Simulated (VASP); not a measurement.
Write the native input for VASP 6.6.1 that does the following.

| Item | Value |
| --- | --- |
| Task | single point |
| Functional | PBEsol |
| Potentials or basis | VASP PAW PBE potentials, release 64 (Cd, Te) |
| Cutoff | 500 eV |
| k mesh | 4 × 4 × 4 |
| Occupations | gaussian, width 0.01 eV |
| Spin | no spin polarisation |
| Dipole correction | no |
| Further INCAR settings | ALGO = Normal; EDIFF = 1e-06; NBANDS = 16 |

The structure of CdTe lies in POSCAR:

```
CdTe
1.0
    0.0000000000      3.2799551172      3.2799551172
    3.2799551172      0.0000000000      3.2799551172
    3.2799551172      3.2799551172      0.0000000000
Cd Te
1 1
Direct
    0.0000000000      0.0000000000      0.0000000000
    0.2500000000      0.2500000000      0.2500000000
```

These files were run (other wordings do the same):

INCAR

```
PREC = Accurate
ENCUT = 500
EDIFF = 1E-6
ISMEAR = 0
SIGMA = 0.01
LREAL = F
LASPH = T
NELM = 120
ALGO = Normal
ISIF = 2
LWAVE = F
LCHARG = F
GGA = PS
NBANDS = 16
GGA_COMPAT = F
```

KPOINTS

```
regular mesh
0
Gamma
  4 4 4
```

Potentials or basis: VASP PAW PBE potentials, release 64 (Cd, Te).

Command:

```console
$ cat potpaw_PBE.64/Cd/POTCAR potpaw_PBE.64/Te/POTCAR > POTCAR
$ mpirun -np 1 vasp_std > vasp.out
```

It gave:

* Pressure: -0.9 GPa
* Band gap on the k mesh: 0.54 eV, direct

Caveat: the PAW data sets were made with another functional, which shifts forces and pressure a little; spin-orbit coupling is left out, which moves the levels of the heavy elements.

Wall time 36 s on 1 thread of AMD EPYC 7R13, with other jobs on the host, peak memory 0.17 GiB.
